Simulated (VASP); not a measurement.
Set up this calculation in VASP 6.6.1, as the native input.

```
Task                   : relaxation of shape and atoms at fixed volume
Functional             : PBE
Potentials or basis    : VASP PAW PBE potentials, release 64 (Rb_sv)
Cutoff                 : 600 eV
k mesh                 : 7 × 7 × 2
Occupations            : fermi-dirac, width 0.1 eV
Spin                   : no spin polarisation
Dipole correction      : no
Further INCAR settings : ALGO = Normal; EDIFF = 1e-06; IBRION = 2; EDIFFG = -0.005; NSW = 50; ISIF = 4
```

The structure of Rb lies in POSCAR:

```
Rb
1.0
    3.8021116746      0.0000000000      0.0000000000
   -1.9010558373      3.2927252982      0.0000000000
    0.0000000000      0.0000000000     12.5812112719
Rb
4
Direct
    0.0000000000      0.0000000000      0.0000000000
    0.0000000000      0.0000000000      0.5000000000
    0.3333333333      0.6666666667      0.2500000000
    0.6666666667      0.3333333333      0.7500000000
```

This isn't the form of Rb at room conditions, which is bcc.

These files were run (other wordings do the same):

INCAR

```
PREC = Accurate
ENCUT = 600
EDIFF = 1E-6
ISMEAR = -1
SIGMA = 0.1
LREAL = False
LASPH = True
NELM = 100
ALGO = Normal
ISIF = 4
LWAVE = False
LCHARG = False
GGA = PE
IBRION = 2
NSW = 50
EDIFFG = -0.005
```

KPOINTS

```
regular mesh
0
Gamma
  7 7 2
```

Potentials or basis: VASP PAW PBE potentials, release 64 (Rb_sv).

The run is started by

```console
$ cat potpaw_PBE.64/Rb_sv/POTCAR > POTCAR
$ mpirun -np 1 vasp_std > vasp.out
```

It gave:

The energy gained by relaxing is 0.5 meV/atom and the ionic steps are 5. The pressure after relaxing is 9.7 GPa and the band gap on the k mesh is zero (bands 18 and 19 overlap by 2.20 eV).

Wall time 2.4 min on 1 thread of Intel(R) Xeon(R) Platinum 8488C (Sapphire Rapids), with other jobs on the host, peak memory 0.32 GiB.
